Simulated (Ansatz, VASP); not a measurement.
## One calculation of Ti3Al, two programs

Contents of INCAR:

```
SYSTEM = Ti3Al
PREC = Accurate
ENCUT = 520
EDIFF = 1E-7
ISMEAR = 0
SIGMA = 0.15
LREAL = .False.
LASPH = .True.
NELM = 100
ALGO = Fast
ISIF = 2
LWAVE = .False.
LCHARG = .True.
GGA = PS
LELF = .True.
LVHAR = .True.
NBANDS = 28
```

The input KPOINTS:

```
Automatic mesh
0
Gamma
  24 24 6
  0 0 0
```

Contents of POSCAR:

```
Ti3Al
1.0
    2.6532905777      0.0000000000      0.0000000000
   -1.3266452889      2.2978170439      0.0000000000
    0.0000000000      0.0000000000     10.8862359402
Ti Al
3 1
Direct
    0.6666666667      0.3333333333      0.0000000000
    0.3333333333      0.6666666667      0.7511761438
    0.3333333333      0.6666666667      0.2488238562
    0.6666666667      0.3333333333      0.5000000000
```

Input for Ansatz:

```yaml
crystal:
  lattice:
    - [2.6532905777, 0.0, 0.0]
    - [-1.3266452889, 2.2978170439, 0.0]
    - [0.0, 0.0, 10.8862359402]
  atoms:
    - { symbol: Ti, position: [0.6666666667, 0.3333333333, 0.0] }
    - { symbol: Ti, position: [0.3333333333, 0.6666666667, 0.7511761438] }
    - { symbol: Ti, position: [0.3333333333, 0.6666666667, 0.2488238562] }
    - { symbol: Al, position: [0.6666666667, 0.3333333333, 0.5] }
basis:
  ecutwfc: 420
kpoints:
  mp_grid: { grid: [24, 24, 6] }
hamiltonian:
  xc: pbesol
scf:
  occupations: { method: gaussian, width: 0.15 }
output:
  forces: true
  stress: true
  eigenvalues: true
```

Alike in both runs: task single point; functional PBEsol; k mesh 24 × 24 × 6; occupations gaussian, width 0.15 eV; no spin polarisation.

```csv
,VASP,Ansatz
version,VASP 6.6.1,Ansatz 0.2.0
potentials or method,"VASP PAW PBE potentials, release 64 (Ti_sv, Al), cutoff 520 eV","scalar-relativistic, plane waves, PAW"
valence electrons in the cell,39,39
```

|  | VASP | Ansatz | Ansatz less VASP |
| --- | --- | --- | --- |
| gap on the k mesh at the Fermi level (eV) | none | none | - |
| pressure (GPa) | 1.1 | 1.2 | +0.16 |
| traceless stress, the component that is largest in VASP (GPa) | -18.45 | -18.54 | -0.092 |
| rms of the force components (eV/Å) | 0.204 | 0.207 | +0.0030 |

VASP's potentials were made for PBE, not for PBEsol. Atom by atom the forces differ by 0.003 eV/Å (rms over components). A gap of «none» marks a metal or a gap that the smearing closes.
